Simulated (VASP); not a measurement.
# CdSe (P6_3mc) in VASP: notebook, part 2 of 2

VASP 6.6.1.

## 3. Single point, PBE (strained and its atoms moved)

Contents of INCAR:

```
SYSTEM = CdSe
PREC = Accurate
ENCUT = 500
EDIFF = 1E-6
ISMEAR = 0
SIGMA = 0.02
LREAL = .FALSE.
LASPH = .TRUE.
NELM = 120
ALGO = Normal
ISIF = 2
LWAVE = .FALSE.
LCHARG = .FALSE.
GGA = PE
NBANDS = 26
GGA_COMPAT = .FALSE.
```

Contents of KPOINTS:

```
regular mesh
0
G
  9 9 4
  0 0 0
```

Contents of POSCAR:

```
CdSe
1.0
    4.3476747532      0.0000000000      0.0000000000
   -2.1738373766      3.7651967837      0.0000000000
    0.0000000000      0.0000000000      7.5163658880
Cd Se
2 2
Direct
    0.6666666667      0.3333333333     -0.0142547611
    0.3333333333      0.6666666667      0.4857452389
    0.6666666667      0.3333333333      0.3892547611
    0.3333333333      0.6666666667      0.8892547611
```

Potentials or basis: VASP PAW PBE potentials, release 64 (Cd, Se).

On the command line:

```sh
cat potpaw_PBE.64/Cd/POTCAR potpaw_PBE.64/Se/POTCAR > POTCAR
mpirun -np 1 vasp_std > vasp.out
```

OUTCAR:

```text
SYSTEM = CdSe
   PREC = Accurate
   ENCUT = 500
   EDIFF = 1E-6
   ISMEAR = 0
   LREAL = .FALSE.
   LASPH = .TRUE.
   NELM = 120
   ISIF = 2
   GGA = PE

 ion  position               nearest neighbor table
   1  0.667  0.333  0.986-   4 2.61   4 2.61   4 2.61   3 3.03
   2  0.333  0.667  0.486-   3 2.61   3 2.61   3 2.61   4 3.03
   3  0.667  0.333  0.389-   2 2.61   2 2.61   2 2.61   1 3.03
   4  0.333  0.667  0.889-   1 2.61   1 2.61   1 2.61   2 3.03

  LATTYP: Found a hexagonal cell.
 ALAT       =     4.3476747532
 C/A-ratio  =     1.7288243290

  Lattice vectors:

 A1 = (   4.3476747532,   0.0000000000,   0.0000000000)
 A2 = (  -2.1738373766,   3.7651967837,   0.0000000000)
 A3 = (   0.0000000000,   0.0000000000,   7.5163658880)

Analysis of symmetry for initial positions (statically):
=====================================================================
 Subroutine PRICEL returns:
 Original cell was already a primitive cell.

 Routine SETGRP: Setting up the symmetry group for a
 hexagonal supercell.

 Subroutine GETGRP returns: Found 12 space group operations
 (whereof  6 operations were pure point group operations)
 out of a pool of 24 trial point group operations.

The static configuration has the point symmetry C_3v.
 The point group associated with its full space group is C_6v.

Analysis of symmetry for dynamics (positions and initial velocities):
=====================================================================
 Subroutine PRICEL returns:
 Original cell was already a primitive cell.

 Routine SETGRP: Setting up the symmetry group for a
 hexagonal supercell.

 Subroutine GETGRP returns: Found 12 space group operations
 (whereof  6 operations were pure point group operations)
 out of a pool of 24 trial point group operations.

The dynamic configuration has the point symmetry C_3v.
 The point group associated with its full space group is C_6v.

 Subroutine INISYM returns: Found 12 space group operations
 (whereof  6 operations are pure point group operations),
 and found     1 'primitive' translations

----------------------------------------------------------------------------------------

                                     Primitive cell

  volume of cell :     123.0418

  direct lattice vectors                    reciprocal lattice vectors
     4.347674753  0.000000000  0.000000000     0.230008006  0.132795184  0.000000000
    -2.173837377  3.765196784  0.000000000     0.000000000  0.265590368  0.000000000
     0.000000000  0.000000000  7.516365888     0.000000000  0.000000000  0.133043018

  length of vectors
     4.347674753  4.347674753  7.516365888     0.265590368  0.265590368  0.133043018

  position of ions in fractional coordinates (direct lattice)
     0.666666667  0.333333333  0.985745239
     0.333333333  0.666666667  0.485745239
     0.666666667  0.333333333  0.389254761
     0.333333333  0.666666667  0.889254761

  ion indices of the primitive-cell ions
   primitive index   ion index
                 1           1
                 2           2
                 3           3
                 4           4

----------------------------------------------------------------------------------------

 KPOINTS: regular mesh

Automatic generation of k-mesh.
 Grid dimensions read from file:
 generate k-points for:    9    9    4

 Generating k-lattice:

  Cartesian coordinates                     Fractional coordinates (reciprocal lattice)
     0.025556445  0.014755020  0.000000000     0.111111111 -0.000000000  0.000000000
     0.000000000  0.029510041  0.000000000     0.000000000  0.111111111  0.000000000
     0.000000000  0.000000000  0.033260754     0.000000000  0.000000000  0.250000000

  Length of vectors
     0.029510041  0.029510041  0.033260754

  Shift w.r.t. Gamma in fractional coordinates (k-lattice)
     0.000000000  0.000000000  0.000000000

 Subroutine IBZKPT returns following result:
 ===========================================

 Found     36 irreducible k-points:

 Following reciprocal coordinates:
            Coordinates               Weight
  0.000000  0.000000  0.000000      1.000000
  0.111111  0.000000  0.000000      6.000000
  0.222222  0.000000  0.000000      6.000000
  0.333333  0.000000  0.000000      6.000000
  0.444444  0.000000  0.000000      6.000000
  0.111111  0.111111  0.000000      6.000000
[... 16 lines left out ...]
  0.333333  0.222222  0.250000     24.000000
  0.333333  0.333333  0.250000      4.000000
 [... further k-points ...]
   k-points           NKPTS =     36   k-points in BZ     NKDIM =     36   number of bands    NBANDS=     26
   number of dos      NEDOS =    301   number of ions     NIONS =      4
   total plane-waves  NPLWV =  57344
   dimension x,y,z NGX =    32 NGY =   32 NGZ =   56
   dimension x,y,z NGXF=    64 NGYF=   64 NGZF=  112
   ions per type =               2   2
   NGX,Y,Z   is equivalent  to a cutoff of  12.24, 12.24, 12.39 a.u.
   NGXF,Y,Z  is equivalent  to a cutoff of  24.47, 24.47, 24.77 a.u.
 SYSTEM =  CdSe
   PREC   = accura    normal or accurate (medium, high low for compatibility)
   ISTART =      0    job   : 0-new  1-cont  2-samecut
   ICHARG =      2    charge: 1-file 2-atom 10-const
   ISPIN  =      1    spin polarized calculation?
   LNONCOLLINEAR =      F non collinear calculations
   LSORBIT =      F    spin-orbit coupling
   LASPH  =      T    aspherical Exc in radial PAW
   ENCUT  =  500.0 eV  36.75 Ry    6.06 a.u.   7.93  7.93 13.70*2*pi/ulx,y,z
   NELM   =    120;   NELMIN=  2; NELMDL= -5     # of ELM steps
   EDIFF  = 0.1E-05   stopping-criterion for ELM
   LREAL  =      F    real-space projection
   EDIFFG = 0.1E-04   stopping-criterion for IOM
   NSW    =      0    number of steps for IOM
   IBRION =     -1    ionic relax: 0-MD 1-quasi-New 2-CG
   NFREE  =      0    steps in history (QN), initial steepest desc. (CG)
   ISIF   =      2    stress and relaxation
   ISYM   =      2    0-nonsym 1-usesym 2-fastsym
   POTIM  = 0.5000    time-step for ionic-motion
   TEBEG  =    0.0;   TEEND  =   0.0 temperature during run
   PSTRESS=    0.0 pullay stress
   NELECT =      36.0000    total number of electrons
   NUPDOWN=      -1.0000    fix difference up-down
   EMIN   =  10.00;   EMAX   =-10.00  energy-range for DOS
   EFERMI =   0.00;   METHOD = LEGACY
   ISMEAR =     0;   SIGMA  =   0.02  broadening in eV -4-tet -1-fermi 0-gaus
   EFERMI_NEDOS =   21; number of points for ismear=-14 and -15
   IALGO  =     38    algorithm
   IMIX   =      4    mixing-type and parameters
     AMIX     =   0.40;   BMIX     =  1.00
     AMIX_MAG =   1.60;   BMIX_MAG =  1.00
  volume/ion in A,a.u.               =      30.76       207.58
  Fermi-wavevector in a.u.,A,eV,Ry     =   1.086821  2.053794 16.070935  1.181180
  Thomas-Fermi vector in A             =   2.222967
   LORBIT       =      0    0 simple, 1 ext, 2 COOP (PROOUT), +10 PAW based schemes
   GGA     = PE    functional components
   LHFCALC =     F    Hartree Fock is set to
   AEXX    =    0.0000 exact exchange contribution
   IVDW    =     0    specifies the selected vdW correction
   LEPSILON=     F    determine dielectric tensor
   LRPA    =     F    only Hartree local field effects (RPA)
 non-spin polarized calculation
 Gauss-broadening in eV      SIGMA  =   0.02
  energy-cutoff  :      500.00
  volume of cell :      123.04
 maximum number of plane-waves:      3168
 NGX is ok and might be reduce to    32
   NGX = 15   NGY = 15   NGZ = 27

 number of electron      35.9999999 magnetization

 Free energy of the ion-electron system (eV)
  ---------------------------------------------------
  ext. energy  EPLUGINS =         0.00000000
  ---------------------------------------------------
  free energy    TOTEN  =       -10.76059245 eV

  energy without entropy =      -10.76059245  energy(sigma->0) =      -10.76059245

 E-fermi :   0.4081     XC(G=0):  -8.4615

 val. band max:        0.2682722825   @ k =   0.0000   0.0000   0.0000
 cond. band min:       0.9488485874   @ k =   0.0000   0.0000   0.0000
 fundamental gap:      0.6805763049
 Fermi energy:         0.4081201524

 k-point     1 :       0.0000    0.0000    0.0000
  band No.  band energies     occupation
      1     -11.9549      2.00000
      2     -11.7250      2.00000
      3      -7.5335      2.00000
      4      -7.5335      2.00000
      5      -7.5100      2.00000
      6      -7.5100      2.00000
[... 18 lines left out ...]
     25       7.1323      0.00000
     26       7.2878      0.00000
[... 644 lines left out ...]
      4      -7.3331      2.00000
      5      -7.2762      2.00000
      6      -7.2762      2.00000
[... 18 lines left out ...]
     25       8.5298      0.00000
     26       8.5298      0.00000

 [... further k-points ...]
[... 5 lines left out ...]
  --------------------------------------------------------------------------------------
  -------------------------------------------------------------------------------------
  Total        1.6322438      1.6322438     -2.3142966      0.0000000      0.0000000      0.0000000
  in kB       21.2541129     21.2541129    -30.1354006      0.0000000      0.0000000      0.0000000
  external PRESSURE =       4.1242751 kB  Pullay stress =       0.0000000 kB

 VOLUME and BASIS-vectors are now :
 -----------------------------------------------------------------------------
  energy-cutoff  :      500.00
  volume of cell :      123.04
      direct lattice vectors                 reciprocal lattice vectors
     4.347674753  0.000000000  0.000000000     0.230008006  0.132795184  0.000000000
    -2.173837377  3.765196784  0.000000000     0.000000000  0.265590368  0.000000000
     0.000000000  0.000000000  7.516365888     0.000000000  0.000000000  0.133043018

 POSITION                                       TOTAL-FORCE (eV/Angst)
 -----------------------------------------------------------------------------------
      2.17384      1.25507      7.40922         0.000000     -0.000000      0.551667
     -0.00000      2.51013      3.65104        -0.000000      0.000000      0.551667
      2.17384      1.25507      2.92578        -0.000000      0.000000     -0.551667
     -0.00000      2.51013      6.68396         0.000000      0.000000     -0.551667
 -----------------------------------------------------------------------------------
    total drift:                               -0.000000     -0.000000      0.000924

  FREE ENERGIE OF THE ION-ELECTRON SYSTEM (eV)
  ---------------------------------------------------
  free  energy   TOTEN  =       -10.7605924519 eV

  energy  without entropy=      -10.7605924519  energy(sigma->0) =      -10.76059245
```

OSZICAR:

```text
N       E                     dE             d eps       ncg     rms          rms(c)
DAV:   1     0.233931882640E+03    0.23393E+03   -0.16631E+04  1872   0.120E+03
DAV:   2     0.141754383568E+01   -0.23251E+03   -0.22521E+03  2052   0.300E+02
DAV:   3    -0.114620106706E+02   -0.12880E+02   -0.12797E+02  2232   0.698E+01
DAV:   4    -0.115798390089E+02   -0.11783E+00   -0.11771E+00  2082   0.628E+00
DAV:   5    -0.115805863752E+02   -0.74737E-03   -0.74733E-03  2108   0.486E-01    0.800E+00
DAV:   6    -0.107930240489E+02    0.78756E+00   -0.13561E+00  2148   0.108E+01    0.634E+00
DAV:   7    -0.107605799508E+02    0.32444E-01   -0.51785E-01  1944   0.360E+00    0.257E+00
DAV:   8    -0.107602766093E+02    0.30334E-03   -0.48201E-02  1960   0.214E+00    0.374E-01
DAV:   9    -0.107603213680E+02   -0.44759E-04   -0.72356E-03  2042   0.935E-01    0.954E-02
DAV:  10    -0.107604840910E+02   -0.16272E-03   -0.79021E-04  1974   0.296E-01    0.697E-02
DAV:  11    -0.107606065147E+02   -0.12242E-03   -0.28799E-04  1920   0.101E-01    0.294E-02
DAV:  12    -0.107605897628E+02    0.16752E-04   -0.50622E-05  2012   0.711E-02    0.831E-03
DAV:  13    -0.107605926076E+02   -0.28448E-05   -0.17369E-05  1956   0.177E-02    0.113E-02
DAV:  14    -0.107605924519E+02    0.15567E-06   -0.98384E-07  1402   0.423E-03
   1 F= -.10760592E+02 E0= -.10760592E+02  d E =-.406177E-25
```

stdout:

```text
POSCAR found type information on POSCAR CdSe
 POSCAR found :  2 types and       4 ions
 scaLAPACK will be used
 LDA part: xc-table for (Slater+PW92), standard interpolation
 POSCAR, INCAR and KPOINTS ok, starting setup
 FFT: planning ... GRIDC
 FFT: planning ... GRID_SOFT
 FFT: planning ... GRID
 WAVECAR not read
 entering main loop
```

Wall time 4.3 min (1 thread of Intel Xeon 8259CL, shared host); peak memory 0.28 GiB.

Results:

| Property | Result |
| --- | --- |
| Free energy | -10.7606 eV |
| Pressure | 0.4 GPa |
| Largest force | 0.552 eV/Å |
| Band gap on the k mesh | 0.68 eV |

Forces in eV/Å, atoms in the order of the input:
```
Cd   0.000  0.000  0.552
Cd   0.000  0.000  0.552
Se   0.000  0.000 -0.552
Se   0.000  0.000 -0.552
```

Caveat: the cell differs from its parent crystal (strained and its atoms moved).

## 4. Single point, PBE (strained)

Contents of INCAR:

```
SYSTEM = CdSe
PREC     = Accurate       ! precision mode
ENCUT    = 500            ! plane-wave cutoff, eV
EDIFF    = 1E-6           ! SCF threshold, eV
ISMEAR   = 0              ! smearing method
SIGMA    = 0.02           ! smearing width, eV
LREAL    = .FALSE.        ! projectors in reciprocal space
LASPH    = .TRUE.         ! aspherical terms in the spheres
NELM     = 120            ! most SCF steps
ALGO     = Normal         ! electronic algorithm
ISIF     = 2              ! what is computed and relaxed
LWAVE    = .FALSE.        ! write WAVECAR
LCHARG   = .FALSE.        ! write CHGCAR
GGA      = PE             ! functional
NBANDS   = 26             ! bands
GGA_COMPAT= .FALSE.
```

Contents of KPOINTS:

```
Automatic mesh
0
G
  9 9 4
  0 0 0
```

Contents of POSCAR:

```
CdSe
1.0
    4.3754430627      0.0000000000      0.0000000000
   -2.1877215313      3.7892448451      0.0000000000
    0.0000000000      0.0000000000      7.7721400800
Cd Se
2 2
Direct
    0.6666666667      0.3333333333      0.0142547611
    0.3333333333      0.6666666667      0.5142547611
    0.6666666667      0.3333333333      0.3607452389
    0.3333333333      0.6666666667      0.8607452389
```

On the command line:

```sh
cat potpaw_PBE.64/Cd/POTCAR potpaw_PBE.64/Se/POTCAR > POTCAR
mpirun -np 1 vasp_std > vasp.out
```

Wall time 4.3 min (1 thread of Intel Xeon 8259CL, shared host); peak memory 0.29 GiB.

It converged, with:

```
Free energy            : -10.7639 eV
Pressure               : -3.0 GPa
Largest force          : 0.463 eV/Å
Band gap on the k mesh : 0.07 eV
```

Forces on the atoms (eV/Å):
```
Cd   0.000  0.000 -0.463
Cd   0.000  0.000 -0.463
Se   0.000  0.000  0.463
Se   0.000  0.000  0.463
```

Stress tensor (GPa, compression positive):
```
-2.27  0.00  0.00
 0.00 -2.27  0.00
 0.00  0.00 -4.55
```

Levels at points of the mesh, in eV from the valence-band top:
```csv
k point,band 14,band 15,band 16,band 17,band 18,band 19,band 20,band 21,band 22,band 23
"(0.00, 0.00, 0.00)",-0.56,-0.55,-0.55,0.00,0.00,0.07,2.57,5.58,5.98,5.98
"(0.00, 0.00, 0.50)",-2.90,-0.29,-0.29,-0.29,-0.29,2.14,2.14,5.38,5.38,6.39
```

Caveat: the cell differs from its parent crystal (strained); the cell stands under tension.

## 5. Single point, PBE (strained)

Contents of INCAR:

```
  PREC = Accurate
  ENCUT = 500
  EDIFF = 1E-6
  ISMEAR = 0
  SIGMA = 0.02
  LREAL = F
  LASPH = T
  NELM = 120
  ALGO = Normal
  ISIF = 2
  LWAVE = F
  LCHARG = F
  GGA = PE
  NBANDS = 26
  GGA_COMPAT = F
```

Contents of KPOINTS:

```
Automatic mesh
0
Gamma
  9 9 4
```

Contents of POSCAR:

```
CdSe
1.0
    4.5942367083      0.0000000000      0.0000000000
   -2.2971183541      3.9787257004      0.0000000000
    0.0000000000      0.0000000000      7.0769337600
Cd Se
2 2
Direct
    0.6666666667      0.3333333333      0.0085528567
    0.3333333333      0.6666666667      0.5085528567
    0.6666666667      0.3333333333      0.3664471433
    0.3333333333      0.6666666667      0.8664471433
```

On the command line:

```sh
cat potpaw_PBE.64/Cd/POTCAR potpaw_PBE.64/Se/POTCAR > POTCAR
mpirun -np 1 vasp_std > vasp.out
```

It took 5.3 min on 1 thread of Intel Xeon 8259CL, shared host; peak memory 0.31 GiB.

The run converged. Its results:

* Free energy: -10.6998 eV
* Pressure: -1.8 GPa
* Largest force: 0.982 eV/Å
* Band gap on the k mesh: 0.43 eV

Forces in eV/Å, atoms in the order of the input:
```
Cd   0.000  0.000 -0.982
Cd   0.000  0.000 -0.982
Se   0.000  0.000  0.982
Se   0.000  0.000  0.982
```

Stress tensor (GPa, compression positive):
```
-4.12  0.00  0.00
 0.00 -4.12  0.00
 0.00  0.00  2.88
```

Levels at points of the mesh, in eV from the valence-band top:
| k point | band 15 | band 16 | band 17 | band 18 | band 19 | band 20 | band 21 | band 22 |
| --- | --- | --- | --- | --- | --- | --- | --- | --- |
| (0.00, 0.00, 0.00) | -0.79 | -0.17 | 0.00 | 0.00 | 0.43 | 2.03 | 5.60 | 5.60 |
| (0.00, 0.00, 0.50) | -0.41 | -0.41 | -0.41 | -0.41 | 2.16 | 2.16 | 5.90 | 5.90 |

Caveat: the cell differs from its parent crystal (strained).

## 6. Summary

| level | potentials or basis | cell | gap on the mesh (eV) | pressure (GPa) | largest force (eV/Å) |
| --- | --- | --- | --- | --- | --- |
| LDA | VASP PAW LDA potentials, release 64 (Cd, Se) | a = 4.271, b = 4.271, c = 7.391 Å, angles 90.0, 90.0, 120.0°, 4 atoms, atomic positions A | 0.23 | -3.3 | 0.01 |
| PBE | VASP PAW PBE potentials, release 64 (Cd, Se) | a = 4.348, b = 4.348, c = 7.516 Å, angles 90.0, 90.0, 120.0°, 4 atoms, atomic positions B | 0.68 | 0.4 | 0.55 |
| PBE | VASP PAW PBE potentials, release 64 (Cd, Se) | a = 4.375, b = 4.375, c = 7.772 Å, angles 90.0, 90.0, 120.0°, 4 atoms, atomic positions C | 0.07 | -3.0 | 0.46 |
| PBE | VASP PAW PBE potentials, release 64 (Cd, Se) | a = 4.594, b = 4.594, c = 7.077 Å, angles 90.0, 90.0, 120.0°, 4 atoms, atomic positions D | 0.43 | -1.8 | 0.98 |

Alike in all rows: task single point; no spin polarisation; k mesh 9 × 9 × 4; cutoff (eV) 500; smearing gaussian 0.02 eV.

Caveats: the cell stands under tension (at least some runs).

Absolute energies hang on the potentials; compare differences alone.
